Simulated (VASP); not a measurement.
# Ag (I4/mmm) in VASP: further runs

Runs on Ag. Level: PBE. Tasks: single point.

Program: VASP 6.6.1. These are calculated values, not measurements. Logs are shortened: lines on timing, memory, paths and dates and some standing lists are left out, and cuts for length are marked.

**1. The cell of the first run**

It takes space group I4/mmm (No. 139, tetragonal). The conventional cell has a = 2.976 Å, b = 2.976 Å, c = 4.086 Å, α = 90.00°, β = 90.00°, γ = 90.00°. Within 3.9 Å of Ag (site symmetry 4/mmm) lie 12 Ag at 2.93 to 2.98 Å.

**2. Single point, PBE (strain +0.030 along x and y, +0.000 along z)**

The input, INCAR:

```
SYSTEM = Ag
PREC = Accurate
ENCUT = 520
EDIFF = 1E-7
ISMEAR = 0
SIGMA = 0.15
LREAL = .False.
LASPH = .True.
NELM = 60
ALGO = Normal
ISIF = 2
LWAVE = .False.
LCHARG = .True.
GGA = PE
LELF = .True.
LVHAR = .True.
NBANDS = 12
```

The input, KPOINTS:

```
regular mesh
0
Gamma
  20 20 20
  0 0 0
```

The input, POSCAR:

```
Ag
1.0
    0.0000000000      2.1043930000      2.0431000000
    2.1043930000      0.0000000000      2.0431000000
    2.1043930000      2.1043930000      0.0000000000
Ag
1
Direct
    0.0000000000      0.0000000000      0.0000000000
```

Potentials or basis: VASP PAW PBE potentials, release 64 (Ag).

Run with:

```
$ cat potpaw_PBE.64/Ag/POTCAR > POTCAR
$ mpirun -np 1 vasp_std > vasp.out
```

OUTCAR:

```text
SYSTEM = Ag
   PREC = Accurate
   ENCUT = 520
   EDIFF = 1E-7
   ISMEAR = 0
   LREAL = .False.
   LASPH = .True.
   NELM = 60
   ISIF = 2
   GGA = PE

 ion  position               nearest neighbor table
   1  0.000  0.000  0.000-

  LATTYP: Found a body centered tetragonal cell.
 ALAT       =     2.9760611212
 C/A-ratio  =     1.3730228761

  Lattice vectors:

 A1 = (   0.0000000000,  -2.1043930000,  -2.0431000000)
 A2 = (   0.0000000000,   2.1043930000,  -2.0431000000)
 A3 = (   2.1043930000,   0.0000000000,   2.0431000000)

Analysis of symmetry for initial positions (statically):
=====================================================================
 Subroutine PRICEL returns:
 Original cell was already a primitive cell.

 Routine SETGRP: Setting up the symmetry group for a
 body centered tetragonal supercell.

 Subroutine GETGRP returns: Found 16 space group operations
 (whereof 16 operations were pure point group operations)
 out of a pool of 16 trial point group operations.

The static configuration has the point symmetry D_4h.

Analysis of symmetry for dynamics (positions and initial velocities):
=====================================================================
 Subroutine PRICEL returns:
 Original cell was already a primitive cell.

 Routine SETGRP: Setting up the symmetry group for a
 body centered tetragonal supercell.

 Subroutine GETGRP returns: Found 16 space group operations
 (whereof 16 operations were pure point group operations)
 out of a pool of 16 trial point group operations.

The dynamic configuration has the point symmetry D_4h.

 Subroutine INISYM returns: Found 16 space group operations
 (whereof 16 operations are pure point group operations),
 and found     1 'primitive' translations

----------------------------------------------------------------------------------------

                                     Primitive cell

  volume of cell :      18.0956

  direct lattice vectors                    reciprocal lattice vectors
     0.000000000  2.104393000  2.043100000    -0.237598205  0.237598205  0.244726151
     2.104393000  0.000000000  2.043100000     0.237598205 -0.237598205  0.244726151
     2.104393000  2.104393000  0.000000000     0.237598205  0.237598205 -0.244726151

  length of vectors
     2.933040659  2.933040659  2.976061121     0.415688229  0.415688229  0.415688229

  position of ions in fractional coordinates (direct lattice)
     0.000000000  0.000000000  0.000000000

  ion indices of the primitive-cell ions
   primitive index   ion index
                 1           1

----------------------------------------------------------------------------------------

 KPOINTS: regular mesh

Automatic generation of k-mesh.
 Grid dimensions read from file:
 generate k-points for:   20   20   20

 Generating k-lattice:

  Cartesian coordinates                     Fractional coordinates (reciprocal lattice)
    -0.011879910  0.011879910  0.012236308     0.050000000  0.000000000  0.000000000
     0.011879910 -0.011879910  0.012236308     0.000000000  0.050000000  0.000000000
     0.011879910  0.011879910 -0.012236308     0.000000000  0.000000000  0.050000000

  Length of vectors
     0.020784411  0.020784411  0.020784411

  Shift w.r.t. Gamma in fractional coordinates (k-lattice)
     0.000000000  0.000000000  0.000000000

 Subroutine IBZKPT returns following result:
 ===========================================

 Found    641 irreducible k-points:

 Following reciprocal coordinates:
            Coordinates               Weight
  0.000000  0.000000  0.000000      1.000000
  0.050000  0.000000  0.000000      8.000000
  0.100000  0.000000  0.000000      8.000000
  0.150000  0.000000  0.000000      8.000000
  0.200000  0.000000  0.000000      8.000000
  0.250000  0.000000  0.000000      8.000000
[... 16 lines left out ...]
 -0.400000  0.050000  0.000000      8.000000
 -0.350000  0.050000  0.000000      8.000000
 [... further k-points ...]
   k-points           NKPTS =    641   k-points in BZ     NKDIM =    641   number of bands    NBANDS=     12
   number of dos      NEDOS =    301   number of ions     NIONS =      1
   total plane-waves  NPLWV =  13824
   dimension x,y,z NGX =    24 NGY =   24 NGZ =   24
   dimension x,y,z NGXF=    48 NGYF=   48 NGZF=   48
   ions per type =               1
   NGX,Y,Z   is equivalent  to a cutoff of  13.60, 13.60, 13.41 a.u.
   NGXF,Y,Z  is equivalent  to a cutoff of  27.21, 27.21, 26.81 a.u.
 SYSTEM =  Ag
   PREC   = accura    normal or accurate (medium, high low for compatibility)
   ISTART =      0    job   : 0-new  1-cont  2-samecut
   ICHARG =      2    charge: 1-file 2-atom 10-const
   ISPIN  =      1    spin polarized calculation?
   LNONCOLLINEAR =      F non collinear calculations
   LSORBIT =      F    spin-orbit coupling
   LASPH  =      T    aspherical Exc in radial PAW
   ENCUT  =  520.0 eV  38.22 Ry    6.18 a.u.   5.45  5.45  5.53*2*pi/ulx,y,z
   NELM   =     60;   NELMIN=  2; NELMDL= -5     # of ELM steps
   EDIFF  = 0.1E-06   stopping-criterion for ELM
   LREAL  =      F    real-space projection
   EDIFFG = 0.1E-05   stopping-criterion for IOM
   NSW    =      0    number of steps for IOM
   IBRION =     -1    ionic relax: 0-MD 1-quasi-New 2-CG
   NFREE  =      0    steps in history (QN), initial steepest desc. (CG)
   ISIF   =      2    stress and relaxation
   ISYM   =      2    0-nonsym 1-usesym 2-fastsym
   POTIM  = 0.5000    time-step for ionic-motion
   TEBEG  =    0.0;   TEEND  =   0.0 temperature during run
   PSTRESS=    0.0 pullay stress
   NELECT =      11.0000    total number of electrons
   NUPDOWN=      -1.0000    fix difference up-down
   EMIN   =  10.00;   EMAX   =-10.00  energy-range for DOS
   EFERMI =   0.00;   METHOD = LEGACY
   ISMEAR =     0;   SIGMA  =   0.15  broadening in eV -4-tet -1-fermi 0-gaus
   EFERMI_NEDOS =   21; number of points for ismear=-14 and -15
   IALGO  =     38    algorithm
   IMIX   =      4    mixing-type and parameters
     AMIX     =   0.40;   BMIX     =  1.00
     AMIX_MAG =   1.60;   BMIX_MAG =  1.00
  volume/ion in A,a.u.               =      18.10       122.12
  Fermi-wavevector in a.u.,A,eV,Ry     =   1.386803  2.620677 26.167013  1.923221
  Thomas-Fermi vector in A             =   2.511084
   LORBIT       =      0    0 simple, 1 ext, 2 COOP (PROOUT), +10 PAW based schemes
   GGA     = PE    functional components
   LHFCALC =     F    Hartree Fock is set to
   AEXX    =    0.0000 exact exchange contribution
   IVDW    =     0    specifies the selected vdW correction
   LEPSILON=     F    determine dielectric tensor
   LRPA    =     F    only Hartree local field effects (RPA)
 non-spin polarized calculation
 Gauss-broadening in eV      SIGMA  =   0.15
  energy-cutoff  :      520.00
  volume of cell :       18.10
 maximum number of plane-waves:       517
 NGX is ok and might be reduce to    24
   NGX = 11   NGY = 11   NGZ = 11

 number of electron      11.0000000 magnetization

 Free energy of the ion-electron system (eV)
  ---------------------------------------------------
  ext. energy  EPLUGINS =         0.00000000
  ---------------------------------------------------
  free energy    TOTEN  =        -2.71927004 eV

  energy without entropy =       -2.71699715  energy(sigma->0) =       -2.71813360

 E-fermi :   7.6417     XC(G=0): -11.8580

 val. band max:        7.6328689954   @ k =   0.5000   0.1500   0.0500
 cond. band min:       7.6658435857   @ k =   0.4500  -0.0000   0.3500
 fundamental gap:      0.0329745904
 Fermi energy:         7.6417365322

 k-point     1 :       0.0000    0.0000    0.0000
  band No.  band energies     occupation
      1       0.2896      2.00000
      2       2.9774      2.00000
      3       2.9774      2.00000
      4       3.1410      2.00000
      5       3.8723      2.00000
      6       4.0419      2.00000
      7      23.5265      0.00000
      8      26.6349      0.00000
      9      26.6349      0.00000
     10      26.9585      0.00000
     11      31.4071      0.00000
     12      31.9862      0.00000

 k-point     2 :       0.0500    0.0000    0.0000
  band No.  band energies     occupation
      1       0.3644      2.00000
      2       2.9734      2.00000
      3       2.9975      2.00000
      4       3.1484      2.00000
      5       3.8666      2.00000
      6       4.0326      2.00000
      7      23.5285      0.00000
      8      26.0226      0.00000
      9      26.6528      0.00000
     10      26.8822      0.00000
     11      31.4143      0.00000
     12      32.0405      0.00000

 k-point     3 :       0.1000    0.0000    0.0000
  band No.  band energies     occupation
      1       0.5826      2.00000
      2       2.9534      2.00000
      3       3.0506      2.00000
      4       3.1820      2.00000
      5       3.8566      2.00000
      6       4.0104      2.00000
      7      23.2995      0.00000
      8      24.8092      0.00000
      9      26.6921      0.00000
     10      26.8998      0.00000
     11      30.6916      0.00000
     12      31.8209      0.00000
[... 286 lines left out ...]
 k-point    23 :      -0.4000    0.0500    0.0000
  band No.  band energies     occupation
      1       1.6756      2.00000
      2       2.9954      2.00000
      3       3.1057      2.00000
      4       4.4482      2.00000
      5       4.5484      2.00000
      6       6.3786      2.00000
      7      12.5344      0.00000
      8      22.8706      0.00000
      9      24.5325      0.00000
     10      25.0439      0.00000
     11      29.4121      0.00000
     12      30.1169      0.00000

 k-point    24 :      -0.3500    0.0500    0.0000
  band No.  band energies     occupation
      1       1.7242      2.00000
      2       3.0422      2.00000
      3       3.1565      2.00000
      4       4.2729      2.00000
      5       4.3769      2.00000
      6       5.3946      2.00000
      7      14.1519      0.00000
      8      23.1208      0.00000
      9      24.6764      0.00000
     10      25.7655      0.00000
     11      29.2706      0.00000
     12      29.9058      0.00000

 [... further k-points ...]
[... 5 lines left out ...]
  --------------------------------------------------------------------------------------
  -------------------------------------------------------------------------------------
  Total       -0.1856276     -0.1856276     -0.0857479      0.0000000     -0.0000000      0.0000000
  in kB      -16.4353838    -16.4353838     -7.5920782      0.0000000     -0.0000000      0.0000000
  external PRESSURE =     -13.4876153 kB  Pullay stress =       0.0000000 kB

 VOLUME and BASIS-vectors are now :
 -----------------------------------------------------------------------------
  energy-cutoff  :      520.00
  volume of cell :       18.10
      direct lattice vectors                 reciprocal lattice vectors
     0.000000000  2.104393000  2.043100000    -0.237598205  0.237598205  0.244726151
     2.104393000  0.000000000  2.043100000     0.237598205 -0.237598205  0.244726151
     2.104393000  2.104393000  0.000000000     0.237598205  0.237598205 -0.244726151

 POSITION                                       TOTAL-FORCE (eV/Angst)
 -----------------------------------------------------------------------------------
      0.00000      0.00000      0.00000         0.000000      0.000000      0.000000
 -----------------------------------------------------------------------------------
    total drift:                               -0.000000     -0.000000     -0.000000

  FREE ENERGIE OF THE ION-ELECTRON SYSTEM (eV)
  ---------------------------------------------------
  free  energy   TOTEN  =        -2.7192700416 eV

  energy  without entropy=       -2.7169971542  energy(sigma->0) =       -2.71813360
```

Wall time 4.7 min (1 thread of AMD EPYC 7R13, shared host); peak memory 0.22 GiB.

What came out:

| Property | Result |
| --- | --- |
| Free energy | -2.7193 eV |
| Pressure | -1.3 GPa |
| Band gap on the k mesh | zero (an odd number of electrons rules out a gap without spin polarisation) |

Stress tensor (GPa, compression positive):
```
-1.64  0.00  0.00
 0.00 -1.64  0.00
 0.00  0.00 -0.76
```

Levels at points of the mesh, in eV from the Fermi level:
```csv
k point,band 2,band 3,band 4,band 5,band 6,band 7,band 8,band 9,band 10,band 11
"(0.00, 0.00, 0.00)",-4.66,-4.66,-4.50,-3.77,-3.60,15.88,18.99,18.99,19.32,23.77
"(0.50, 0.00, 0.00)",-4.71,-4.55,-3.00,-2.93,-0.25,3.28,15.04,16.91,17.66,21.72
"(0.50, 0.50, 0.00)",-5.96,-3.00,-2.77,-2.77,1.98,6.75,10.01,10.01,16.13,16.16
"(0.50, 0.00, 0.50)",-5.96,-3.00,-2.84,-2.72,1.49,6.05,10.52,10.54,16.64,16.67
```

Caveat: the cell differs from its parent crystal (strain +0.030 along x and y, +0.000 along z).

**3. Single point, PBE (strain +0.015 along x and y, +0.030 along z)**

The input, INCAR:

```
PREC = Accurate
ENCUT = 520
EDIFF = 1E-6
ISMEAR = 0
SIGMA = 0.15
LREAL = F
LASPH = T
NELM = 80
ALGO = Normal
ISIF = 2
LWAVE = F
LCHARG = F
GGA = PE
NBANDS = 12
```

The input, KPOINTS:

```
regular mesh
0
Gamma
  20 20 20
```

The input, POSCAR:

```
Ag
1.0
    0.0000000000      2.0737465000      2.1043930000
    2.0737465000      0.0000000000      2.1043930000
    2.0737465000      2.0737465000      0.0000000000
Ag
1
Direct
    0.0000000000      0.0000000000      0.0000000000
```

Potentials or basis: VASP PAW PBE potentials, release 64 (Ag).

Run with:

```
$ cat potpaw_PBE.64/Ag/POTCAR > POTCAR
$ mpirun -np 1 vasp_std > vasp.out
```

It took 3.7 min on 1 thread of AMD EPYC 7R13, shared host; peak memory 0.23 GiB.

The run converged. Its results:

| Item | Value |
| --- | --- |
| Free energy | -2.7200 eV |
| Pressure | -1.4 GPa |
| Band gap on the k mesh | zero (an odd number of electrons rules out a gap without spin polarisation) |

Stress tensor (GPa, compression positive):
```
-1.22  0.00  0.00
 0.00 -1.22  0.00
 0.00  0.00 -1.72
```

Levels at points of the mesh, in eV from the Fermi level:
| k point | band 4 | band 5 | band 6 | band 7 | band 8 | band 9 |
| --- | --- | --- | --- | --- | --- | --- |
| (0.00, 0.00, 0.00) | -4.58 | -3.72 | -3.64 | 15.88 | 19.00 | 19.15 |
| (0.50, 0.00, 0.00) | -2.98 | -2.94 | -0.25 | 3.28 | 15.08 | 17.10 |
| (0.50, 0.50, 0.00) | -2.78 | -2.78 | 1.50 | 6.05 | 10.53 | 10.53 |
| (0.50, 0.00, 0.50) | -2.81 | -2.74 | 1.73 | 6.40 | 10.27 | 10.28 |

Caveat: the cell differs from its parent crystal (strain +0.015 along x and y, +0.030 along z).

[end of part 1 of 2]
